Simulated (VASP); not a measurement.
# Ti (P6/mmm) in VASP: relaxation of shape and atoms at fixed volume with LDA

Aim: the relaxation of shape and atoms at fixed volume of Ti with LDA.

All numbers are computed with VASP 6.6.1; they aren't measurements. Logs are shortened: lines on timing, memory, paths and dates and some standing lists are left out, and cuts for length are marked.

**1. The cell of the first run**

It takes space group P6/mmm (No. 191, hexagonal). Conventional cell: a = 4.495 Å, b = 4.495 Å, c = 2.798 Å, α = 90.00°, β = 90.00°, γ = 120.00°. Ti (site symmetry 6/mmm) has 14 Ti at 2.80 to 2.95 Å within 3.7 Å. Ti (site symmetry -6m2) has 11 Ti at 2.60 to 2.95 Å within 3.4 Å.

This isn't the form of Ti at room conditions, which is hcp.

**2. Relaxation of shape and atoms at fixed volume, LDA (16.32 Å³/atom)**

Input file INCAR:

```
SYSTEM = Ti
PREC     = Accurate       ! precision mode
ENCUT    = 600            ! plane-wave cutoff, eV
EDIFF    = 1E-7           ! SCF threshold, eV
ISMEAR   = 0              ! smearing method
SIGMA    = 0.1            ! smearing width, eV
LREAL    = .FALSE.        ! projectors in reciprocal space
LASPH    = .TRUE.         ! aspherical terms in the spheres
NELM     = 100            ! most SCF steps
ALGO     = Fast           ! electronic algorithm
ISIF     = 4              ! what is computed and relaxed
LWAVE    = .FALSE.        ! write WAVECAR
LCHARG   = .FALSE.        ! write CHGCAR
IBRION   = 2              ! ionic algorithm
NSW      = 50             ! ionic steps
EDIFFG   = -0.01          ! ionic threshold
```

Input file KPOINTS:

```
regular mesh
0
G
  12 12 14
  0 0 0
```

Input file POSCAR:

```
Ti
1.0
    4.4948984944      0.0000000028      0.0000000000
   -2.2474492496      3.8926962821      0.0000000000
    0.0000000000      0.0000000000      2.7979836812
Ti
3
Direct
    0.0000000000      0.0000000000      0.0000000000
    0.3333333333      0.6666666667      0.5000000000
    0.6666666667      0.3333333333      0.5000000000
```

Potentials or basis: VASP PAW LDA potentials, release 64 (Ti_sv).

The run is started by

```console
cat potpaw_LDA.64/Ti_sv/POTCAR > POTCAR
mpirun -np 1 vasp_std > vasp.out
```

OUTCAR:

```text
SYSTEM = Ti
   PREC = Accurate
   ENCUT = 600
   EDIFF = 1E-7
   ISMEAR = 0
   LREAL = .FALSE.
   LASPH = .TRUE.
   NELM = 100
   ISIF = 4
   IBRION = 2
   NSW = 50
   EDIFFG = -0.01

 ion  position               nearest neighbor table
   1  0.000  0.000  0.000-
   2  0.333  0.667  0.500-   3 2.60   3 2.60   3 2.60
   3  0.667  0.333  0.500-   2 2.60   2 2.60   2 2.60

  LATTYP: Found a hexagonal cell.
 ALAT       =     4.4948984944
 C/A-ratio  =     0.6224798368

  Lattice vectors:

 A1 = (   4.4948984944,   0.0000000028,   0.0000000000)
 A2 = (  -2.2474492496,   3.8926962821,   0.0000000000)
 A3 = (   0.0000000000,   0.0000000000,   2.7979836812)

Analysis of symmetry for initial positions (statically):
=====================================================================
 Subroutine PRICEL returns:
 Original cell was already a primitive cell.

 Routine SETGRP: Setting up the symmetry group for a
 hexagonal supercell.

 Subroutine GETGRP returns: Found 24 space group operations
 (whereof 24 operations were pure point group operations)
 out of a pool of 24 trial point group operations.

The static configuration has the point symmetry D_6h.

Analysis of symmetry for dynamics (positions and initial velocities):
=====================================================================
 Subroutine PRICEL returns:
 Original cell was already a primitive cell.

 Routine SETGRP: Setting up the symmetry group for a
 hexagonal supercell.

 Subroutine GETGRP returns: Found 24 space group operations
 (whereof 24 operations were pure point group operations)
 out of a pool of 24 trial point group operations.

The dynamic configuration has the point symmetry D_6h.

 Subroutine INISYM returns: Found 24 space group operations
 (whereof 24 operations are pure point group operations),
 and found     1 'primitive' translations

----------------------------------------------------------------------------------------

                                     Primitive cell

  volume of cell :      48.9571

  direct lattice vectors                    reciprocal lattice vectors
     4.494898494  0.000000003  0.000000000     0.222474434  0.128445675  0.000000000
    -2.247449250  3.892696282  0.000000000    -0.000000000  0.256891349  0.000000000
     0.000000000  0.000000000  2.797983681     0.000000000  0.000000000  0.357400226

  length of vectors
     4.494898494  4.494898494  2.797983681     0.256891349  0.256891349  0.357400226

  position of ions in fractional coordinates (direct lattice)
     0.000000000  0.000000000  0.000000000
     0.333333333  0.666666667  0.500000000
     0.666666667  0.333333333  0.500000000

  ion indices of the primitive-cell ions
   primitive index   ion index
                 1           1
                 2           2
                 3           3

----------------------------------------------------------------------------------------

 KPOINTS: regular mesh

Automatic generation of k-mesh.
 Grid dimensions read from file:
 generate k-points for:   12   12   14

 Generating k-lattice:

  Cartesian coordinates                     Fractional coordinates (reciprocal lattice)
     0.018539536  0.010703806  0.000000000     0.083333333  0.000000000  0.000000000
    -0.000000000  0.021407612  0.000000000     0.000000000  0.083333333  0.000000000
[... 55 lines left out ...]
   LASPH  =      T    aspherical Exc in radial PAW
   ENCUT  =  600.0 eV  44.10 Ry    6.64 a.u.   8.98  8.98  5.59*2*pi/ulx,y,z
   NELM   =    100;   NELMIN=  2; NELMDL= -5     # of ELM steps
   EDIFF  = 0.1E-06   stopping-criterion for ELM
   LREAL  =      F    real-space projection
   EDIFFG = -.1E-01   stopping-criterion for IOM
   NSW    =     50    number of steps for IOM
   IBRION =      2    ionic relax: 0-MD 1-quasi-New 2-CG
   NFREE  =      1    steps in history (QN), initial steepest desc. (CG)
   ISIF   =      4    stress and relaxation
   ISYM   =      2    0-nonsym 1-usesym 2-fastsym
   POTIM  = 0.5000    time-step for ionic-motion
   TEBEG  =    0.0;   TEEND  =   0.0 temperature during run
   PSTRESS=    0.0 pullay stress
   NELECT =      36.0000    total number of electrons
   NUPDOWN=      -1.0000    fix difference up-down
   EMIN   =  10.00;   EMAX   =-10.00  energy-range for DOS
   EFERMI =   0.00;   METHOD = LEGACY
   ISMEAR =     0;   SIGMA  =   0.10  broadening in eV -4-tet -1-fermi 0-gaus
   EFERMI_NEDOS =   21; number of points for ismear=-14 and -15
   IALGO  =     68    algorithm
   IMIX   =      4    mixing-type and parameters
     AMIX     =   0.40;   BMIX     =  1.00
     AMIX_MAG =   1.60;   BMIX_MAG =  1.00
  volume/ion in A,a.u.               =      16.32       110.13
  Fermi-wavevector in a.u.,A,eV,Ry     =   1.477646  2.792346 29.707483  2.183438
  Thomas-Fermi vector in A             =   2.592025
   LORBIT       =      0    0 simple, 1 ext, 2 COOP (PROOUT), +10 PAW based schemes
   GGA     = CA    functional components
   LHFCALC =     F    Hartree Fock is set to
   AEXX    =    0.0000 exact exchange contribution
   IVDW    =     0    specifies the selected vdW correction
   LEPSILON=     F    determine dielectric tensor
   LRPA    =     F    only Hartree local field effects (RPA)
 conjugate gradient relaxation of ions
 non-spin polarized calculation
 RMM-DIIS sequential band-by-band and
 Gauss-broadening in eV      SIGMA  =   0.10
  energy-cutoff  :      600.00
  volume of cell :       48.96
 maximum number of plane-waves:      1661
 NGX is ok and might be reduce to    36
   NGX = 17   NGY = 17   NGZ = 11

--------------------------------------- Ionic step        1  -------------------------------------------

 number of electron      36.0000010 magnetization

 Free energy of the ion-electron system (eV)
  ---------------------------------------------------
  ext. energy  EPLUGINS =         0.00000000
  ---------------------------------------------------
  free energy    TOTEN  =       -25.70782154 eV

  energy without entropy =      -25.69328888  energy(sigma->0) =      -25.70055521

------------------------ aborting loop EDIFF was not reached (unconverged)  ----------------------------

  FORCE on cell =-STRESS in cart. coord.  units (eV):
  Direction    XX          YY          ZZ          XY          YZ          ZX
  --------------------------------------------------------------------------------------
  -------------------------------------------------------------------------------------
  Total       -1.1000599     -1.1000599     -1.1643273     -0.0000000     -0.0000000      0.0000000
  in kB      -36.0007316    -36.0007316    -38.1039561     -0.0000000     -0.0000000      0.0000000
  external PRESSURE =     -36.7018065 kB  Pullay stress =       0.0000000 kB

 VOLUME and BASIS-vectors are now :
 -----------------------------------------------------------------------------
  energy-cutoff  :      600.00
  volume of cell :       48.96
      direct lattice vectors                 reciprocal lattice vectors
     4.494898494  0.000000003  0.000000000     0.222474434  0.128445675  0.000000000
    -2.247449250  3.892696282  0.000000000    -0.000000000  0.256891349  0.000000000
     0.000000000  0.000000000  2.797983681     0.000000000  0.000000000  0.357400226

 POSITION                                       TOTAL-FORCE (eV/Angst)
 -----------------------------------------------------------------------------------
      0.00000      0.00000      0.00000        -0.000000      0.000000      0.000000
     -0.00000      2.59513      1.39899         0.000000      0.000000     -0.000000
      2.24745      1.29757      1.39899        -0.000000     -0.000000      0.000000
 -----------------------------------------------------------------------------------
    total drift:                                0.000000      0.000000     -0.000000

  FREE ENERGIE OF THE ION-ELECTRON SYSTEM (eV)
  ---------------------------------------------------
  free  energy   TOTEN  =       -25.7078215423 eV

  energy  without entropy=      -25.6932888784  energy(sigma->0) =      -25.70055521

--------------------------------------- Ionic step        2  -------------------------------------------

 number of electron      36.0000010 magnetization

 Free energy of the ion-electron system (eV)
  ---------------------------------------------------
  ext. energy  EPLUGINS =         0.00000000
  ---------------------------------------------------
  free energy    TOTEN  =       -25.70803004 eV

  energy without entropy =      -25.69348887  energy(sigma->0) =      -25.70075945

 E-fermi :   8.6495     XC(G=0): -12.0856

 val. band max:        8.6406944808   @ k =   0.0000   0.0000   0.0000
 cond. band min:       8.6511233786   @ k =   0.2500   0.2500   0.3571
 fundamental gap:      0.0104288978
 Fermi energy:         8.6495435813

 k-point     1 :       0.0000    0.0000    0.0000
  band No.  band energies     occupation
      1     -47.4563      2.00000
      2     -47.1900      2.00000
      3     -46.9877      2.00000
      4     -24.1769      2.00000
      5     -24.1769      2.00000
      6     -24.0961      2.00000
[... 589 lines left out ...]
     21       9.3616      0.00000
     22       9.7931      0.00000

 [... further k-points ...]

------------------------ aborting loop because EDIFF is reached ----------------------------------------

  FORCE on cell =-STRESS in cart. coord.  units (eV):
  Direction    XX          YY          ZZ          XY          YZ          ZX
  --------------------------------------------------------------------------------------
  -------------------------------------------------------------------------------------
  Total       -1.1178662     -1.1178662     -1.1203901     -0.0000000      0.0000000      0.0000000
  in kB      -36.5834628    -36.5834628    -36.6660598     -0.0000000      0.0000000      0.0000000
  external PRESSURE =     -36.6109951 kB  Pullay stress =       0.0000000 kB

 VOLUME and BASIS-vectors are now :
 -----------------------------------------------------------------------------
  energy-cutoff  :      600.00
  volume of cell :       48.96
      direct lattice vectors                 reciprocal lattice vectors
     4.496447485  0.000000003  0.000000000     0.222397794  0.128401426 -0.000000000
    -2.248223745  3.894037748 -0.000000000    -0.000000000  0.256802852  0.000000000
     0.000000000 -0.000000000  2.796056246    -0.000000000 -0.000000000  0.357646596

 POSITION                                       TOTAL-FORCE (eV/Angst)
 -----------------------------------------------------------------------------------
      4.49645      0.00000      0.00000        -0.000000      0.000000     -0.000000
     -0.00000      2.59603      1.39803         0.000000      0.000000      0.000000
      2.24822      1.29801      1.39803        -0.000000     -0.000000     -0.000000
 -----------------------------------------------------------------------------------
    total drift:                                0.000000      0.000000     -0.000000

  FREE ENERGIE OF THE ION-ELECTRON SYSTEM (eV)
  ---------------------------------------------------
  free  energy   TOTEN  =       -25.7080300366 eV

  energy  without entropy=      -25.6934888714  energy(sigma->0) =      -25.70075945

 reached required accuracy - stopping structural energy minimisation
```

Run time: 20 min. Hardware: 1 thread of Oxide Virtual Turin-like, shared host; peak memory 0.24 GiB.

Results:

| Quantity | Value |
| --- | --- |
| Free energy | -25.7080 eV |
| Energy gained by relaxing | 0.1 meV/atom |
| Ionic steps | 2 |
| Pressure after relaxing | -3.7 GPa |
| Band gap on the k mesh | zero (bands 18 and 19 overlap by 0.36 eV) |

Step by step:
```csv
step,energy change (eV),largest force (eV/Å),pressure (GPa),volume (Å³)
1,0.0000,0.0000,-3.67,48.96
2,-0.0002,0.0000,-3.66,48.96
```

Final structure:
```yaml
crystal:
  lattice:
    - [4.49645, 0.00000, 0.00000]
    - [-2.24822, 3.89404, 0.00000]
    - [0.00000, 0.00000, 2.79606]
  atoms:
    - { symbol: Ti, position: [0.00000, 0.00000, 0.00000] }
    - { symbol: Ti, position: [0.33333, 0.66667, 0.50000] }
    - { symbol: Ti, position: [0.66667, 0.33333, 0.50000] }
```
